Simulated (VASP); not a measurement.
**HfPt2: relaxation of cell and atoms with PBE**

Crystal: HfPt2.

```
Hf Pt
1.0
     5.55202    0.00000    0.00000
     0.00000    5.55202    0.00000
     0.00000    0.00000    4.60697
Hf Pt
2 4
Cartesian
  0.0000 0.0000 0.0000
  2.7760 2.7760 2.3035
  1.8108 1.8108 0.0000
  0.9652 4.5868 2.3035
  3.7412 3.7412 0.0000
  4.5868 0.9652 2.3035
```

- Program: VASP 6.6.1
- Task: relaxation of cell and atoms
- Functional: PBE
- Potentials or basis: VASP PAW PBE potentials, release 64 (Hf_pv, Pt)
- Cutoff: 600 eV
- k mesh: 6 × 6 × 8
- Occupations: gaussian, width 0.1 eV
- Spin: no spin polarisation
- Dipole correction: no
- Further INCAR settings: ALGO = Normal; EDIFF = 1e-07; IBRION = 2; EDIFFG = -0.01; NSW = 100; ISIF = 3

```
Relaxed volume                         : 23.65 Å³/atom
Relaxed cell                           : a = 5.587 Å, b = 5.587 Å, c = 4.547 Å, α = 90.00°, β = 90.00°, γ = 90.00°
Space group after relaxing (to 0.05 Å) : P4_2/mnm (No. 136)
Energy gained by relaxing              : 1.4 meV/atom
Ionic steps                            : 9
Pressure after relaxing                : 0.0 GPa
Band gap on the k mesh                 : zero (band 30 reaches 5.38 eV, above the bottom of band 31 at 4.67 eV)
```

The path:
| step | energy change (eV) | largest force (eV/Å) | pressure (GPa) | volume (Å³) |
| --- | --- | --- | --- | --- |
| 1 | 0.0000 | 0.0954 | -0.43 | 142.01 |
| 2 | -0.0036 | 0.0776 | 0.70 | 140.71 |
| 3 | -0.0039 | 0.0812 | 0.44 | 141.00 |
| 4 | -0.0075 | 0.0007 | 0.16 | 141.54 |
| 5 | -0.0079 | 0.0418 | 0.00 | 141.86 |
| 6 | -0.0079 | 0.0388 | 0.00 | 141.84 |
| 7 | -0.0079 | 0.0334 | 0.02 | 141.79 |
| 8 | -0.0079 | 0.0367 | 0.01 | 141.82 |
| 9 | -0.0082 | 0.0015 | 0.02 | 141.91 |

Final structure:
```
Hf Pt
1.0
     5.58662    0.00000    0.00000
     0.00000    5.58662    0.00000
     0.00000    0.00000    4.54693
Hf Pt
2 4
Direct
  0.00000 0.00000 0.00000
  0.50000 0.50000 0.50000
  0.32464 0.32464 0.00000
  0.17536 0.82464 0.50000
  0.67536 0.67536 0.00000
  0.82464 0.17536 0.50000
```

Levels at points of the mesh, in eV from the Fermi level:
| k point | band 28 | band 29 | band 30 | band 31 | band 32 | band 33 |
| --- | --- | --- | --- | --- | --- | --- |
| (0.00, 0.00, 0.00) | -1.36 | 0.52 | 0.52 | 0.55 | 0.61 | 0.82 |
| (0.50, 0.00, 0.00) | -1.48 | -0.19 | -0.19 | 0.49 | 0.49 | 1.25 |
| (0.50, 0.50, 0.00) | -1.68 | -1.05 | -1.05 | 0.58 | 0.58 | 1.40 |
| (0.00, 0.00, 0.50) | -1.21 | 0.14 | 0.14 | 1.19 | 1.19 | 1.76 |
| (0.50, 0.00, 0.50) | -1.27 | -0.93 | -0.93 | -0.05 | -0.05 | 1.97 |
| (0.50, 0.50, 0.50) | -1.25 | -0.23 | -0.23 | -0.06 | -0.06 | 0.15 |

Run time: 46 min on 1 thread of AMD EPYC 7R43 64-Core Processor (Zen 3), on a shared host, peak memory 0.45 GiB.

Caveat: spin-orbit coupling is left out, which moves the levels of the heavy elements.
